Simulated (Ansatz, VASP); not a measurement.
**CdS in VASP and in Ansatz**

Contents of INCAR:

```
SYSTEM = CdS
PREC     = Accurate       ! precision mode
ENCUT    = 520            ! plane-wave cutoff, eV
EDIFF    = 1E-6           ! SCF threshold, eV
ISMEAR   = -1             ! smearing method
SIGMA    = 0.02           ! smearing width, eV
LREAL    = .False.        ! projectors in reciprocal space
LASPH    = .True.         ! aspherical terms in the spheres
NELM     = 80             ! most SCF steps
ALGO     = Normal         ! electronic algorithm
ISIF     = 2              ! what is computed and relaxed
LWAVE    = .False.        ! write WAVECAR
LCHARG   = .False.        ! write CHGCAR
GGA      = PE             ! functional
NBANDS   = 16             ! bands
```

KPOINTS

```
regular mesh
0
Gamma
  6 6 6
  0 0 0
```

The input POSCAR:

```
CdS
1.0
    3.3869086140      0.0000000000      0.0000000000
    0.0000000000      3.3869086140      0.0000000000
    0.0000000000      0.0000000000      3.3869086140
Cd S
1 1
Direct
    0.0000000000      0.0000000000      0.0000000000
    0.5000000000      0.5000000000      0.5000000000
```

Input for Ansatz:

```yaml
crystal:
  lattice:
    - [3.386908614, 0.0, 0.0]
    - [0.0, 3.386908614, 0.0]
    - [0.0, 0.0, 3.386908614]
  atoms:
    - { symbol: Cd, position: [0.0, 0.0, 0.0] }
    - { symbol: S, position: [0.5, 0.5, 0.5] }
kpoints:
  mp_grid: { grid: [6, 6, 6] }
hamiltonian:
  xc: pbe
scf:
  occupations: { method: fermi_dirac, width: 0.02 }
  n_extra_bands: 4
output:
  forces: true
  stress: true
  eigenvalues: true
```

Alike in both runs: task single point; functional PBE; k mesh 6 × 6 × 6; occupations fermi-dirac, width 0.02 eV; no spin polarisation.

```csv
,VASP,Ansatz
version,VASP 6.6.1,Ansatz 0.2.0
potentials or method,"VASP PAW PBE potentials, release 64 (Cd, S)","plane waves, PAW"
plane-wave cutoff (eV),520,420
valence electrons in the cell,18,26
```

```tsv
	VASP	Ansatz	Ansatz less VASP
pressure (GPa)	2.0	1.7	-0.37
```

With one functional, cell and mesh, what is left measures potentials, basis and numerics. VASP's potentials hold 18 valence electrons a cell and Ansatz's 26, so a difference there can come from the potentials and not from the codes.
